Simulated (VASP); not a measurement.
Here is a VASP 6.6.1 calculation.

File INCAR:

```
SYSTEM = ZrB2
  PREC = Accurate
  ENCUT = 600
  EDIFF = 1E-6
  ISMEAR = 0
  SIGMA = 0.1
  LREAL = .False.
  LASPH = .True.
  NELM = 60
  ALGO = Normal
  ISIF = 3
  LWAVE = .False.
  LCHARG = .False.
  GGA = PE
  IBRION = 2
  NSW = 100
  EDIFFG = -0.002
```

The input KPOINTS:

```
Automatic mesh
0
Gamma
  12 12 10
  0 0 0
```

File POSCAR:

```
ZrB2
1.0
    3.1675246600      0.0000000000      0.0000000000
   -1.5837623300      2.7431568200      0.0000000000
    0.0000000000      0.0000000000      3.5523880600
Zr B
1 2
Direct
    0.0000000000      0.0000000000      0.0000000000
    0.3333333300      0.6666666700      0.5000000000
    0.6666666700      0.3333333300      0.5000000000
```

Potentials or basis: VASP PAW PBE potentials, release 64 (Zr_sv, B).

Run with:

```sh
$ cat potpaw_PBE.64/Zr_sv/POTCAR potpaw_PBE.64/B/POTCAR > POTCAR
$ mpirun -np 1 vasp_std > vasp.out
```

Predict the band gap on the k mesh.

zero (band 9 reaches 11.03 eV, above the bottom of band 10 at 9.93 eV).

Step by step:
| step | energy change (eV) | largest force (eV/Å) | pressure (GPa) | volume (Å³) |
| --- | --- | --- | --- | --- |
| 1 | 0.0000 | 0.0000 | 0.06 | 30.87 |
| 2 | -0.0002 | 0.0000 | -0.13 | 30.88 |
| 3 | -0.0002 | 0.0000 | -0.12 | 30.88 |
| 4 | -0.0002 | 0.0000 | 0.12 | 30.85 |
| 5 | -0.0002 | 0.0000 | 0.03 | 30.87 |
| 6 | -0.0002 | 0.0000 | -0.01 | 30.87 |
